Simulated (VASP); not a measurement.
Ge: single point with PBEsol

Ge:

```
Ge
1.0
     1.36222   -2.53550    0.00000
     1.36222    2.53550    0.00000
     0.00000    0.00000    2.69823
Ge
1
Cartesian
  1.3622 0.0000 0.0000
```

This cell differs from its parent crystal: strain -0.025 along x and y, +0.000 along z.

```json
{
 "Program": "VASP 6.6.1",
 "Task": "single point",
 "Functional": "PBEsol",
 "Potentials or basis": "VASP PAW PBE potentials, release 64 (Ge_d)",
 "Cutoff": "520 eV",
 "k mesh": "20 × 20 × 18",
 "Occupations": "gaussian, width 0.15 eV",
 "Spin": "no spin polarisation"
}
```

```json
{
  "Pressure": "-0.8 GPa",
  "Band gap on the k mesh": "zero (bands 7 and 8 overlap by 9.53 eV)"
}
```

Stress tensor (GPa, compression positive):
```
 2.11  0.00  0.00
 0.00 -0.38  0.00
 0.00  0.00 -4.01
```

Levels at points of the mesh, in eV from the Fermi level:
```csv
k point,band 4,band 5,band 6,band 7,band 8,band 9,band 10,band 11
"(0.00, 0.00, 0.00)",-24.47,-24.45,-13.32,6.25,7.86,9.50,9.93,13.06
"(0.50, 0.00, 0.00)",-24.48,-24.46,-7.73,-5.61,3.80,7.83,10.56,16.19
"(0.50, 0.50, 0.00)",-24.48,-24.46,-8.66,-5.85,5.71,9.61,9.83,15.87
"(0.00, 0.00, 0.50)",-24.52,-24.51,-9.58,-6.05,10.68,12.33,16.56,16.87
"(0.50, 0.00, 0.50)",-24.47,-24.38,-3.57,-2.61,-1.55,3.49,6.64,12.01
"(0.50, 0.50, 0.50)",-24.47,-24.40,-4.62,-2.79,-2.25,3.08,8.56,13.95
```

Wall time 48 s on 1 thread of Intel(R) Xeon(R) 6975P-C (Granite Rapids), with other jobs on the host, peak memory 0.34 GiB.

Caveat: the cell differs from its parent crystal (strain -0.025 along x and y, +0.000 along z); the PAW data sets were made with another functional, which shifts forces and pressure a little.
